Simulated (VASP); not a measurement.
# CuI (F-43m) in VASP: notebook, part 3 of 3

VASP 6.6.1. The steps go on from the part before.

### 5 Single point, r2SCAN

This run uses another cell than the first one, of 27.86 Å³/atom.

POSCAR

```
CuI
1.0
    0.0000000000      3.0315000000      3.0315000000
    3.0315000000      0.0000000000      3.0315000000
    3.0315000000      3.0315000000      0.0000000000
Cu I
1 1
Direct
    0.2500000000      0.2500000000      0.2500000000
    0.0000000000      0.0000000000      0.0000000000
```

INCAR.step1

```
ALGO     = Normal         # electronic algorithm
EDIFF    = 1E-4           # SCF threshold, eV
ENCUT    = 520            # plane-wave cutoff, eV
GGA      = PE             # functional
ISMEAR   = 0              # smearing method
LASPH    = T              # aspherical terms in the spheres
LCHARG   = F              # write CHGCAR
LREAL    = F              # projectors in reciprocal space
LWAVE    = T              # write WAVECAR
NBANDS   = 16             # bands
NELM     = 60             # most SCF steps
PREC     = Accurate       # precision mode
SIGMA    = 0.02           # smearing width, eV
```

INCAR.step2

```
ALGO     = Normal         # electronic algorithm
EDIFF    = 1E-7           # SCF threshold, eV
ENCUT    = 520            # plane-wave cutoff, eV
ISIF     = 2              # what is computed and relaxed
ISMEAR   = 0              # smearing method
ISTART   = 1            
LASPH    = T              # aspherical terms in the spheres
LCHARG   = F              # write CHGCAR
LMIXTAU  = T            
LREAL    = F              # projectors in reciprocal space
LWAVE    = F              # write WAVECAR
METAGGA  = R2SCAN         # meta-GGA
NBANDS   = 16             # bands
NELM     = 60             # most SCF steps
PREC     = Accurate       # precision mode
SIGMA    = 0.02           # smearing width, eV
```

KPOINTS

```
k-points
0
Gamma
  8 8 8
```

Potentials or basis: VASP PAW PBE potentials, release 64 (Cu, I).

Command:

```
$ cat potpaw_PBE.64/Cu/POTCAR potpaw_PBE.64/I/POTCAR > POTCAR
$ cp INCAR.step1 INCAR
$ mpirun -np 1 vasp_std > vasp.out
$ cp INCAR.step2 INCAR
$ mpirun -np 1 vasp_std > vasp.out
```

OUTCAR:

```text
EDIFF = 1E-7
   ENCUT = 520
   ISIF = 2
   ISMEAR = 0
   ISTART = 1
   LASPH = T
   LREAL = F
   METAGGA = R2SCAN
   NELM = 60
   PREC = Accurate

 ion  position               nearest neighbor table
   1  0.250  0.250  0.250-   2 2.63   2 2.63   2 2.63   2 2.63
   2  0.000  0.000  0.000-   1 2.63   1 2.63   1 2.63   1 2.63

  LATTYP: Found a face centered cubic cell.
 ALAT       =     6.0630000000

  Lattice vectors:

 A1 = (   0.0000000000,   3.0315000000,   3.0315000000)
[... 641 lines left out ...]

------------------------ aborting loop because EDIFF is reached ----------------------------------------

  FORCE on cell =-STRESS in cart. coord.  units (eV):
  Direction    XX          YY          ZZ          XY          YZ          ZX
  --------------------------------------------------------------------------------------
  -------------------------------------------------------------------------------------
  Total       -0.2995978     -0.2995978     -0.2995978      0.0000000      0.0000000      0.0000000
  in kB       -8.6148269     -8.6148269     -8.6148269      0.0000000      0.0000000      0.0000000
  external PRESSURE =      -8.6148269 kB  Pullay stress =       0.0000000 kB

 VOLUME and BASIS-vectors are now :
 -----------------------------------------------------------------------------
  energy-cutoff  :      520.00
  volume of cell :       55.72
      direct lattice vectors                 reciprocal lattice vectors
     0.000000000  3.031500000  3.031500000    -0.164934851  0.164934851  0.164934851
     3.031500000  0.000000000  3.031500000     0.164934851 -0.164934851  0.164934851
     3.031500000  3.031500000  0.000000000     0.164934851  0.164934851 -0.164934851

 POSITION                                       TOTAL-FORCE (eV/Angst)
 -----------------------------------------------------------------------------------
      1.51575      1.51575      1.51575        -0.000000     -0.000000     -0.000000
      0.00000      0.00000      0.00000         0.000000      0.000000      0.000000
 -----------------------------------------------------------------------------------
    total drift:                               -0.000008     -0.000008     -0.000008

  FREE ENERGIE OF THE ION-ELECTRON SYSTEM (eV)
  ---------------------------------------------------
  free  energy   TOTEN  =       -35.7926669674 eV

  energy  without entropy=      -35.7926669674  energy(sigma->0) =      -35.79266697
```

OUTCAR.step1:

```text
EDIFF = 1E-4
   ENCUT = 520
   GGA = PE
   ISMEAR = 0
   LASPH = T
[... 676 lines left out ...]
 -----------------------------------------------------------------------------------
      1.51575      1.51575      1.51575         0.000000     -0.000000     -0.000000
      0.00000      0.00000      0.00000        -0.000000      0.000000      0.000000
 -----------------------------------------------------------------------------------
    total drift:                                0.000000      0.000000     -0.000000

  FREE ENERGIE OF THE ION-ELECTRON SYSTEM (eV)
  ---------------------------------------------------
  free  energy   TOTEN  =        -5.5619825250 eV

  energy  without entropy=       -5.5619825250  energy(sigma->0) =       -5.56198252
```

OSZICAR.step1:

```text
N       E                     dE             d eps       ncg     rms          rms(c)
DAV:   1     0.943388734700E+02    0.94339E+02   -0.74606E+03   928   0.119E+03
DAV:   2     0.259851969048E+00   -0.94079E+02   -0.85250E+02   984   0.230E+02
DAV:   3    -0.560956399731E+01   -0.58694E+01   -0.57874E+01  1240   0.605E+01
DAV:   4    -0.577064878585E+01   -0.16108E+00   -0.16102E+00  1096   0.951E+00
DAV:   5    -0.577907912747E+01   -0.84303E-02   -0.84302E-02  1448   0.243E+00    0.528E+00
DAV:   6    -0.570408195607E+01    0.74997E-01   -0.26424E+00   952   0.435E+01    0.339E+00
DAV:   7    -0.556265728894E+01    0.14142E+00   -0.63567E-01   992   0.261E+01    0.167E+00
DAV:   8    -0.556392329930E+01   -0.12660E-02   -0.33579E-02  1432   0.246E+00    0.439E-01
DAV:   9    -0.556179839695E+01    0.21249E-02   -0.79652E-03  1216   0.261E+00    0.139E-01
DAV:  10    -0.556197901918E+01   -0.18062E-03   -0.58018E-04  1104   0.148E-01    0.375E-02
DAV:  11    -0.556198252498E+01   -0.35058E-05   -0.18523E-04  1112   0.378E-01
   1 F= -.55619825E+01 E0= -.55619825E+01  d E =-.134330E-23
```

Run time: 1.9 min. Hardware: 1 thread of Intel Xeon 8259CL, shared host; peak memory 0.2 GiB.

Results:

```
Free energy            : -35.7927 eV
Pressure               : -0.9 GPa
Band gap on the k mesh : 1.61 eV
```

Caveat: the PAW data sets were made with another functional, which shifts forces and pressure a little; spin-orbit coupling is left out, which moves the levels of the heavy elements.

### 6 Summary

```tsv
cell	gap on the mesh (eV)	pressure (GPa)
a = 4.216 Å, angles 60.0°, 2 atoms	1.77	1.4
a = 4.259 Å, angles 60.0°, 2 atoms	1.67	-0.1
a = 4.287 Å, angles 60.0°, 2 atoms	1.61	-0.9
```

Alike in all rows: task single point; level r2SCAN; potentials or basis VASP PAW PBE potentials, release 64 (Cu, I); no spin polarisation; k mesh 8 × 8 × 8; cutoff (eV) 520; smearing gaussian 0.02 eV.

Caveats: the PAW data sets were made with another functional, which shifts forces and pressure a little; spin-orbit coupling is left out, which moves the levels of the heavy elements.

Total energies depend on the potentials used, so only differences within one code and one set of settings carry meaning.
